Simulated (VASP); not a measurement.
## Zr: single point with PBE

Zr:

```
Zr
1.0
     3.24274    0.00000    0.00000
    -1.62137    2.80829    0.00000
     0.00000    0.00000    5.16410
Zr
2
Direct
  0.33333 0.66667 0.25000
  0.66667 0.33333 0.75000
```

```json
{
 "Program": "VASP 6.6.1",
 "Task": "single point",
 "Functional": "PBE",
 "Potentials or basis": "VASP PAW PBE potentials, release 64 (Zr_sv)",
 "Cutoff": "520 eV",
 "k mesh": "13 × 13 × 7",
 "Occupations": "fermi-dirac, width 0.08 eV",
 "Spin": "no spin polarisation",
 "Dipole correction": "no",
 "Further INCAR settings": "ALGO = Normal; EDIFF = 1e-06; NBANDS = 19"
}
```

```json
{
  "Pressure": "-0.4 GPa",
  "Band gap on the k mesh": "zero (bands 12 and 13 overlap by 1.10 eV)"
}
```

Stress tensor (GPa, compression positive):
```
-0.60  0.00  0.00
 0.00 -0.60  0.00
 0.00  0.00 -0.01
```

Levels at points of the mesh, in eV from the Fermi level:
| k point | band 8 | band 9 | band 10 | band 11 | band 12 | band 13 | band 14 | band 15 | band 16 | band 17 |
| --- | --- | --- | --- | --- | --- | --- | --- | --- | --- | --- |
| (0.00, 0.00, 0.00) | -26.37 | -5.63 | -3.00 | 0.87 | 0.87 | 1.02 | 1.14 | 1.55 | 1.55 | 2.13 |

Wall time 110 s on 1 thread of Intel Xeon 8259CL, on a shared host, peak memory 0.2 GiB.
